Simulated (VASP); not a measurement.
# Pb (P-1) in VASP: a series of runs

The runs below take Pb through single point, with PBE, LDA.

All numbers are computed with VASP 6.6.1; they aren't measurements. Logs are shortened: lines on timing, memory, paths and dates and some standing lists are left out, and cuts for length are marked.

### 1 The cell of the first run

The typed cell holds 1 atom: a = 3.405 Å, b = 3.451 Å, c = 3.428 Å, α = 59.64°, β = 59.57°, γ = 60.06°.

### 2 Single point, PBE (volume scaled by 0.94)

INCAR reads:

```
ALGO     = Normal         # electronic algorithm
EDIFF    = 1E-7           # SCF threshold, eV
ENCUT    = 520            # plane-wave cutoff, eV
GGA      = PE             # functional
ISIF     = 2              # what is computed and relaxed
ISMEAR   = -1             # smearing method
LASPH    = True           # aspherical terms in the spheres
LCHARG   = False          # write CHGCAR
LREAL    = False          # projectors in reciprocal space
LWAVE    = False          # write WAVECAR
NBANDS   = 13             # bands
NELM     = 100            # most SCF steps
PREC     = Accurate       # precision mode
SIGMA    = 0.05           # smearing width, eV
```

KPOINTS reads:

```
k-points
0
Gamma
  9 9 9
```

POSCAR reads:

```
Pb
1.0
    0.0189389554      2.4125931710      2.4027399356
    2.4517640864     -0.0066088365      2.4282877274
    2.4306714033      2.4170482796      0.0144838467
Pb
1
Direct
    0.0000000000      0.0000000000      0.0000000000
```

Potentials or basis: VASP PAW PBE potentials, release 64 (Pb_d).

The run is started by

```console
> cat potpaw_PBE.64/Pb_d/POTCAR > POTCAR
> mpirun -np 1 vasp_std > vasp.out
```

OUTCAR:

```text
EDIFF = 1E-7
   ENCUT = 520
   GGA = PE
   ISIF = 2
   ISMEAR = -1
   LASPH = True
   LREAL = False
   NELM = 100
   PREC = Accurate

 ion  position               nearest neighbor table
   1  0.000  0.000  0.000-

  LATTYP: Found a triclinic cell.
 ALAT       =     5.9519268906
 B/A-ratio  =     0.5747170059
 C/A-ratio  =     0.5720860747
 COS(alpha) =     0.0040486270
 COS(beta)  =     0.2850159522
 COS(gamma) =     0.8682541366

  Lattice vectors:

 A1 = (   2.4539178141,  -4.8428591236,   2.4393516725)
 A2 = (   0.0210926831,  -2.4236571161,   2.4138038807)
 A3 = (  -0.0189389554,  -2.4125931710,  -2.4027399356)

Analysis of symmetry for initial positions (statically):
=====================================================================
 Subroutine PRICEL returns:
 Original cell was already a primitive cell.

 Routine SETGRP: Setting up the symmetry group for a
 triclinic supercell.

 Subroutine GETGRP returns: Found  2 space group operations
 (whereof  2 operations were pure point group operations)
 out of a pool of  2 trial point group operations.

The static configuration has the point symmetry S_2 .

Analysis of symmetry for dynamics (positions and initial velocities):
=====================================================================
 Subroutine PRICEL returns:
 Original cell was already a primitive cell.

 Routine SETGRP: Setting up the symmetry group for a
 triclinic supercell.

 Subroutine GETGRP returns: Found  2 space group operations
 (whereof  2 operations were pure point group operations)
 out of a pool of  2 trial point group operations.

The dynamic configuration has the point symmetry S_2 .

 Subroutine INISYM returns: Found  2 space group operations
 (whereof  2 operations are pure point group operations),
 and found     1 'primitive' translations

----------------------------------------------------------------------------------------

                                     Primitive cell

  volume of cell :      28.3205

  direct lattice vectors                    reciprocal lattice vectors
     0.018938955  2.412593171  2.402739936    -0.207248655  0.207159468  0.209816114
     2.451764086 -0.006608836  2.428287727     0.203831003 -0.206210981  0.205449974
     2.430671403  2.417048280  0.014483847     0.207423981  0.206386307 -0.208867627

  length of vectors
     3.405014492  3.450763988  3.427899596     0.360402347  0.355358606  0.359507581

  position of ions in fractional coordinates (direct lattice)
     0.000000000  0.000000000  0.000000000

  ion indices of the primitive-cell ions
   primitive index   ion index
                 1           1

----------------------------------------------------------------------------------------

 KPOINTS: k-points

Automatic generation of k-mesh.
 Grid dimensions read from file:
 generate k-points for:    9    9    9

 Generating k-lattice:

  Cartesian coordinates                     Fractional coordinates (reciprocal lattice)
    -0.023027628  0.023017719  0.023312902     0.111111111  0.000000000  0.000000000
     0.022647889 -0.022912331  0.022827775     0.000000000  0.111111111  0.000000000
     0.023047109  0.022931812 -0.023207514     0.000000000  0.000000000  0.111111111

  Length of vectors
     0.040044705  0.039484290  0.039945287

  Shift w.r.t. Gamma in fractional coordinates (k-lattice)
     0.000000000  0.000000000  0.000000000

 Subroutine IBZKPT returns following result:
 ===========================================

 Found    365 irreducible k-points:

 Following reciprocal coordinates:
            Coordinates               Weight
  0.000000  0.000000  0.000000      1.000000
  0.111111 -0.000000  0.000000      2.000000
  0.222222 -0.000000  0.000000      2.000000
  0.333333  0.000000  0.000000      2.000000
  0.444444 -0.000000  0.000000      2.000000
 -0.000000  0.111111 -0.000000      2.000000
[... 16 lines left out ...]
 -0.111111  0.222222 -0.000000      2.000000
  0.000000  0.333333 -0.000000      2.000000
 [... further k-points ...]
   k-points           NKPTS =    365   k-points in BZ     NKDIM =    365   number of bands    NBANDS=     13
   number of dos      NEDOS =    301   number of ions     NIONS =      1
   total plane-waves  NPLWV =  21952
   dimension x,y,z NGX =    28 NGY =   28 NGZ =   28
   dimension x,y,z NGXF=    56 NGYF=   56 NGZF=   56
   ions per type =               1
   NGX,Y,Z   is equivalent  to a cutoff of  13.67, 13.49, 13.58 a.u.
   NGXF,Y,Z  is equivalent  to a cutoff of  27.34, 26.98, 27.16 a.u.
 SYSTEM =  unknown system
   PREC   = accura    normal or accurate (medium, high low for compatibility)
   ISTART =      0    job   : 0-new  1-cont  2-samecut
   ICHARG =      2    charge: 1-file 2-atom 10-const
   ISPIN  =      1    spin polarized calculation?
   LNONCOLLINEAR =      F non collinear calculations
   LSORBIT =      F    spin-orbit coupling
   LASPH  =      T    aspherical Exc in radial PAW
   ENCUT  =  520.0 eV  38.22 Ry    6.18 a.u.   6.33  6.42  6.37*2*pi/ulx,y,z
   NELM   =    100;   NELMIN=  2; NELMDL= -5     # of ELM steps
   EDIFF  = 0.1E-06   stopping-criterion for ELM
   LREAL  =      F    real-space projection
   EDIFFG = 0.1E-05   stopping-criterion for IOM
   NSW    =      0    number of steps for IOM
   IBRION =     -1    ionic relax: 0-MD 1-quasi-New 2-CG
   NFREE  =      0    steps in history (QN), initial steepest desc. (CG)
   ISIF   =      2    stress and relaxation
   ISYM   =      2    0-nonsym 1-usesym 2-fastsym
   POTIM  = 0.5000    time-step for ionic-motion
   TEBEG  =    0.0;   TEEND  =   0.0 temperature during run
   PSTRESS=    0.0 pullay stress
   NELECT =      14.0000    total number of electrons
   NUPDOWN=      -1.0000    fix difference up-down
   EMIN   =  10.00;   EMAX   =-10.00  energy-range for DOS
   EFERMI =   0.00;   METHOD = LEGACY
   ISMEAR =    -1;   SIGMA  =   0.05  broadening in eV -4-tet -1-fermi 0-gaus
   EFERMI_NEDOS =   21; number of points for ismear=-14 and -15
   IALGO  =     38    algorithm
   IMIX   =      4    mixing-type and parameters
     AMIX     =   0.40;   BMIX     =  1.00
     AMIX_MAG =   1.60;   BMIX_MAG =  1.00
  volume/ion in A,a.u.               =      28.32       191.12
  Fermi-wavevector in a.u.,A,eV,Ry     =   1.294446  2.446148 22.797788  1.675590
  Thomas-Fermi vector in A             =   2.426028
   LORBIT       =      0    0 simple, 1 ext, 2 COOP (PROOUT), +10 PAW based schemes
   GGA     = PE    functional components
   LHFCALC =     F    Hartree Fock is set to
   AEXX    =    0.0000 exact exchange contribution
   IVDW    =     0    specifies the selected vdW correction
   LEPSILON=     F    determine dielectric tensor
   LRPA    =     F    only Hartree local field effects (RPA)
 non-spin polarized calculation
  energy-cutoff  :      520.00
  volume of cell :       28.32
 maximum number of plane-waves:       774
 NGX is ok and might be reduce to    28
   NGX = 13   NGY = 13   NGZ = 13

 number of electron      14.0000001 magnetization

 Free energy of the ion-electron system (eV)
  ---------------------------------------------------
  ext. energy  EPLUGINS =         0.00000000
  ---------------------------------------------------
  free energy    TOTEN  =        -3.51623576 eV

  energy without entropy =       -3.51282524  energy(sigma->0) =       -3.51453050

 E-fermi :   7.9089     XC(G=0): -10.5176

 val. band max:        7.8889362272   @ k =  -0.4444   0.2222   0.3333
 cond. band min:       7.9167612840   @ k =   0.3333  -0.2222   0.1111
 fundamental gap:      0.0278250568
 Fermi energy:         7.9088809023

 k-point     1 :       0.0000    0.0000    0.0000
  band No.  band energies     occupation
      1      -9.0715      2.00000
      2      -9.0592      2.00000
      3      -9.0453      2.00000
      4      -8.8901      2.00000
      5      -8.8800      2.00000
      6      -4.1654      2.00000
      7      15.8260      0.00000
      8      16.0326      0.00000
      9      16.2520      0.00000
     10      17.8952      0.00000
     11      20.2178      0.00000
     12      20.8787      0.00000
     13      21.1436      0.00000

 k-point     2 :       0.1111   -0.0000    0.0000
  band No.  band energies     occupation
      1      -9.0569      2.00000
      2      -9.0440      2.00000
      3      -9.0325      2.00000
      4      -8.8917      2.00000
      5      -8.8827      2.00000
      6      -3.9060      2.00000
      7      13.6976      0.00000
      8      15.5388      0.00000
      9      15.7497      0.00000
     10      17.5408      0.00000
     11      20.9247      0.00000
     12      21.4371      0.00000
     13      21.7135      0.00000

 k-point     3 :       0.2222   -0.0000    0.0000
  band No.  band energies     occupation
      1      -9.0643      2.00000
      2      -9.0209      2.00000
      3      -9.0030      2.00000
      4      -8.8645      2.00000
      5      -8.8608      2.00000
      6      -3.1240      2.00000
      7       9.9699      0.00000
      8      14.9090      0.00000
      9      15.0636      0.00000
     10      17.2739      0.00000
     11      20.1952      0.00000
     12      20.9844      0.00000
     13      21.1626      0.00000

 k-point     4 :       0.3333    0.0000    0.0000
  band No.  band energies     occupation
      1      -9.0854      2.00000
      2      -9.0337      2.00000
      3      -9.0152      2.00000
      4      -8.7919      2.00000
      5      -8.7837      2.00000
      6      -1.8488      2.00000
      7       6.5846      2.00000
      8      14.2809      0.00000
      9      14.4210      0.00000
     10      17.1845      0.00000
     11      18.9206      0.00000
     12      20.0485      0.00000
     13      20.2200      0.00000

 k-point     5 :       0.4444   -0.0000    0.0000
  band No.  band energies     occupation
      1      -9.1031      2.00000
      2      -9.0516      2.00000
      3      -9.0328      2.00000
      4      -8.7347      2.00000
      5      -8.7213      2.00000
      6      -0.3671      2.00000
      7       4.0239      2.00000
      8      13.8951      0.00000
      9      14.0469      0.00000
     10      17.2616      0.00000
     11      18.1499      0.00000
     12      19.5782      0.00000
     13      19.7524      0.00000
[... 257 lines left out ...]
 k-point    22 :      -0.2222    0.2222   -0.0000
  band No.  band energies     occupation
      1      -9.0387      2.00000
      2      -9.0294      2.00000
      3      -8.9199      2.00000
      4      -8.8967      2.00000
      5      -8.7980      2.00000
      6      -1.5042      2.00000
      7       7.7689      1.88532
      8       9.3957      0.00000
      9      14.4665      0.00000
     10      16.9958      0.00000
     11      20.4749      0.00000
     12      21.5409      0.00000
     13      22.1066      0.00000

 k-point    23 :      -0.1111    0.2222   -0.0000
  band No.  band energies     occupation
      1      -9.0706      2.00000
      2      -9.0080      2.00000
      3      -8.9954      2.00000
      4      -8.8843      2.00000
      5      -8.8060      2.00000
      6      -2.5705      2.00000
      7       8.6709      0.00000
      8      12.3572      0.00000
      9      15.5453      0.00000
     10      18.1669      0.00000
     11      19.0632      0.00000
     12      20.3885      0.00000
     13      21.9931      0.00000

 k-point    24 :       0.0000    0.3333   -0.0000
  band No.  band energies     occupation
      1      -9.0927      2.00000
      2      -9.0390      2.00000
      3      -9.0178      2.00000
      4      -8.7908      2.00000
      5      -8.7842      2.00000
      6      -1.9335      2.00000
      7       6.3886      2.00000
      8      14.5095      0.00000
      9      14.6712      0.00000
     10      17.3736      0.00000
     11      19.1081      0.00000
     12      20.2078      0.00000
     13      20.4381      0.00000

 [... further k-points ...]
[... 5 lines left out ...]
  --------------------------------------------------------------------------------------
  -------------------------------------------------------------------------------------
  Total        1.0992977      1.1326855      1.1420163      0.0128431      0.0320320     -0.1183473
  in kB       62.1906446     64.0794946     64.6073708      0.7265760      1.8121486     -6.6952685
  external PRESSURE =      63.6258367 kB  Pullay stress =       0.0000000 kB

 VOLUME and BASIS-vectors are now :
 -----------------------------------------------------------------------------
  energy-cutoff  :      520.00
  volume of cell :       28.32
      direct lattice vectors                 reciprocal lattice vectors
     0.018938955  2.412593171  2.402739936    -0.207248655  0.207159468  0.209816114
     2.451764086 -0.006608836  2.428287727     0.203831003 -0.206210981  0.205449974
     2.430671403  2.417048280  0.014483847     0.207423981  0.206386307 -0.208867627

 POSITION                                       TOTAL-FORCE (eV/Angst)
 -----------------------------------------------------------------------------------
      0.00000      0.00000      0.00000         0.000000      0.000000     -0.000000
 -----------------------------------------------------------------------------------
    total drift:                               -0.000000     -0.000000     -0.000000

  FREE ENERGIE OF THE ION-ELECTRON SYSTEM (eV)
  ---------------------------------------------------
  free  energy   TOTEN  =        -3.5162357647 eV

  energy  without entropy=       -3.5128252406  energy(sigma->0) =       -3.51453050
```

It took 70 s on 1 thread of Intel Xeon Platinum 8488C (Sapphire Rapids), shared host; peak memory 0.25 GiB.

Results:

* Free energy: -3.5162 eV
* Pressure: 6.4 GPa
* Band gap on the k mesh: zero (band 7 reaches 15.83 eV, above the bottom of band 8 at 6.34 eV)

Caveat: the cell differs from its parent crystal (volume scaled by 0.94); spin-orbit coupling is left out, which moves the levels of the heavy elements.

### 3 Single point, PBE (volume scaled by 0.96)

INCAR reads:

```
  PREC = Accurate
  ENCUT = 520
  EDIFF = 1E-6
  ISMEAR = -1
  SIGMA = 0.05
  LREAL = F
  LASPH = T
  NELM = 80
  ALGO = Normal
  ISIF = 2
  LWAVE = F
  LCHARG = F
  GGA = PE
  NBANDS = 13
```

KPOINTS reads:

```
regular mesh
0
Gamma
  9 9 9
```

POSCAR reads:

```
Pb
1.0
    0.0190723327      2.4295838235      2.4196611968
    2.4690305996     -0.0066553791      2.4453889086
    2.4477893715      2.4340703072      0.0145858490
Pb
1
Direct
    0.0000000000      0.0000000000      0.0000000000
```

Potentials or basis: VASP PAW PBE potentials, release 64 (Pb_d).

The run is started by

```console
> cat potpaw_PBE.64/Pb_d/POTCAR > POTCAR
> mpirun -np 1 vasp_std > vasp.out
```

Run time: 66 s. Hardware: 1 thread of Intel Xeon Platinum 8488C (Sapphire Rapids), shared host; peak memory 0.25 GiB.

The run converged. Its results:

- Free energy: -3.5378 eV
- Pressure: 4.9 GPa
- Band gap on the k mesh: zero (band 7 reaches 15.41 eV, above the bottom of band 8 at 6.14 eV)

Stress tensor (GPa, compression positive):
```
 4.80  0.06 -0.65
 0.06  4.98  0.18
-0.65  0.18  5.05
```

Levels at points of the mesh, in eV from the Fermi level:
```tsv
k point	band 3	band 4	band 5	band 6	band 7	band 8	band 9	band 10	band 11	band 12
(0.00, 0.00, 0.00)	-16.94	-16.80	-16.79	-11.93	7.74	7.95	8.16	9.97	12.04	12.80
```

Caveat: the cell differs from its parent crystal (volume scaled by 0.96); spin-orbit coupling is left out, which moves the levels of the heavy elements.

### 4 Single point, LDA

This run uses another cell than the first one, of 30.13 Å³/atom, 1.064 times its volume.

INCAR reads:

```
SYSTEM = Pb
PREC     = Accurate       ! precision mode
ENCUT    = 520            ! plane-wave cutoff, eV
EDIFF    = 1E-6           ! SCF threshold, eV
ISMEAR   = -1             ! smearing method
SIGMA    = 0.05           ! smearing width, eV
LREAL    = .False.        ! projectors in reciprocal space
LASPH    = .True.         ! aspherical terms in the spheres
NELM     = 80             ! most SCF steps
ALGO     = Fast           ! electronic algorithm
ISIF     = 2              ! what is computed and relaxed
LWAVE    = .False.        ! write WAVECAR
LCHARG   = .True.         ! write CHGCAR
GGA      = CA             ! functional
LELF     = .True.         ! ELF
LVHAR    = .True.       
NBANDS   = 13             ! bands
```

KPOINTS reads:

```
regular mesh
0
Gamma
  5 5 5
  0 0 0
```

POSCAR reads:

```
Pb
1.0
    0.0193336300      2.4628699300      2.4528113600
    2.5028571400     -0.0067465600      2.4788915500
    2.4813249000      2.4674178800      0.0147856800
Pb
1
Direct
    0.0000000000      0.0000000000      0.0000000000
```

Potentials or basis: VASP PAW LDA potentials, release 64 (Pb_d).

The run is started by

```console
> cat potpaw_LDA.64/Pb_d/POTCAR > POTCAR
> mpirun -np 1 vasp_std > vasp.out
```

It took 19 s on 1 thread of Intel Xeon 6975P-C, shared host; peak memory 0.15 GiB.

Results (log left out):

```
Free energy            : -4.2205 eV
Pressure               : -2.2 GPa
Band gap on the k mesh : zero (band 7 reaches 14.28 eV, above the bottom of band 8 at 6.40 eV)
```

Stress tensor (GPa, compression positive):
```
-1.64  0.03 -0.57
 0.03 -2.19  0.14
-0.57  0.14 -2.65
```

Levels at points of the mesh, in eV from the Fermi level:
```csv
k point,band 4,band 5,band 6,band 7,band 8,band 9,band 10,band 11
"(0.00, 0.00, 0.00)",-16.59,-16.58,-11.52,7.49,7.69,7.88,10.15,11.79
```

Caveat: the k points lie up to 0.44 Å⁻¹ apart; spin-orbit coupling is left out, which moves the levels of the heavy elements.

### 5 Overview

```tsv
level	potentials or basis	cell	k mesh	gap on the mesh (eV)	pressure (GPa)
PBE	VASP PAW PBE potentials, release 64 (Pb_d)	a = 3.405, b = 3.451, c = 3.428 Å, angles 59.6, 59.6, 60.1°, 1 atom	9 × 9 × 9	none	6.4
PBE	VASP PAW PBE potentials, release 64 (Pb_d)	a = 3.429, b = 3.475, c = 3.452 Å, angles 59.6, 59.6, 60.1°, 1 atom	9 × 9 × 9	none	4.9
LDA	VASP PAW LDA potentials, release 64 (Pb_d)	a = 3.476, b = 3.523, c = 3.499 Å, angles 59.6, 59.6, 60.1°, 1 atom	5 × 5 × 5	none	-2.2
```

Alike in all rows: task single point; no spin polarisation; cutoff (eV) 520; smearing fermi-dirac 0.05 eV.

Caveats: some runs use coarse meshes; spin-orbit coupling is left out, which moves the levels of the heavy elements.

Absolute energies hang on the potentials; compare differences alone.
